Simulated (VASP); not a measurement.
A run of VASP 6.6.1 is set up as follows.

File INCAR:

```
SYSTEM = GaP
ALGO = Normal
EDIFF = 1E-6
ENCUT = 520
GGA = CA
ISIF = 2
ISMEAR = 0
LASPH = .True.
LCHARG = .False.
LREAL = .False.
LWAVE = .False.
NBANDS = 16
NELM = 80
PREC = Accurate
SIGMA = 0.02
```

The input KPOINTS:

```
k-points
0
Gamma
  8 8 8
  0 0 0
```

POSCAR

```
GaP
1.0
    0.0000000000      2.7192250931      2.7192250931
    2.7192250931      0.0000000000      2.7192250931
    2.7192250931      2.7192250931      0.0000000000
Ga P
1 1
Direct
    0.0000000000      0.0000000000      0.0000000000
    0.2500000000      0.2500000000      0.2500000000
```

Potentials or basis: VASP PAW LDA potentials, release 64 (Ga_d, P).

Launch:

```bash
$ cat potpaw_LDA.64/Ga_d/POTCAR potpaw_LDA.64/P/POTCAR > POTCAR
$ mpirun -np 1 vasp_std > vasp.out
```

Task: Estimate the band gap on the k mesh.

Result: 1.48 eV, indirect (least direct gap 1.69 eV).

Task: What does it give for the pressure?

Result: -2.2 GPa.

**Measured values to compare with.**

“Stacking defects in GaP nanowires: Electronic structure and optical properties”, 2018, arxiv:1810.01194 quotes, for a bulk crystal of GaP at 10 K: band gap 2.34 eV (indirect).

Measured gap of GaP: 2.34 eV (indirect; 10 K; quoted in “Stacking defects in GaP nanowires: Electronic structure and optical properties”, 2018, arxiv:1810.01194). This calculation gives 1.48 eV (-0.86 eV). Spin-orbit coupling on Ga is left out. The value is that of LDA on a finite k mesh, which can miss the band edges, without temperature or zero-point motion. Semilocal functionals fall short of measured gaps as a rule.
